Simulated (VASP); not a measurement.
Input of a VASP 6.6.1 run:

INCAR

```
SYSTEM = W2C
ALGO = Normal
EDIFF = 1E-6
ENCUT = 600
GGA = PE
GGA_COMPAT = .False.
ISIF = 2
ISMEAR = -1
LASPH = .True.
LCHARG = .False.
LREAL = .False.
LWAVE = .False.
NBANDS = 23
NELM = 120
PREC = Accurate
SIGMA = 0.05
```

The input KPOINTS:

```
k-points
0
Gamma
  10 10 6
  0 0 0
```

POSCAR

```
W2C
1.0
    3.0903776626      0.0000000000      0.0000000000
   -1.5451888313      2.6763455631      0.0000000000
    0.0000000000      0.0000000000      4.7094118698
W C
2 1
Direct
    0.6666666667      0.3333333333      0.2536690000
    0.3333333333      0.6666666667      0.7463310000
    0.0000000000      0.0000000000      0.0000000000
```

Potentials or basis: VASP PAW PBE potentials, release 64 (W_sv, C).

Run with:

```sh
$ cat potpaw_PBE.64/W_sv/POTCAR potpaw_PBE.64/C/POTCAR > POTCAR
$ mpirun -np 1 vasp_std > vasp.out
```

(1) Estimate the largest force.

(2) Estimate the pressure.

(3) What does it give for the band gap on the k mesh?

## Answers

(1) 0.115 eV/Å.

(2) -7.3 GPa.

(3) zero (band 16 reaches 12.58 eV, above the bottom of band 17 at 10.18 eV).

Caveat: spin-orbit coupling is left out, which moves the levels of the heavy elements.
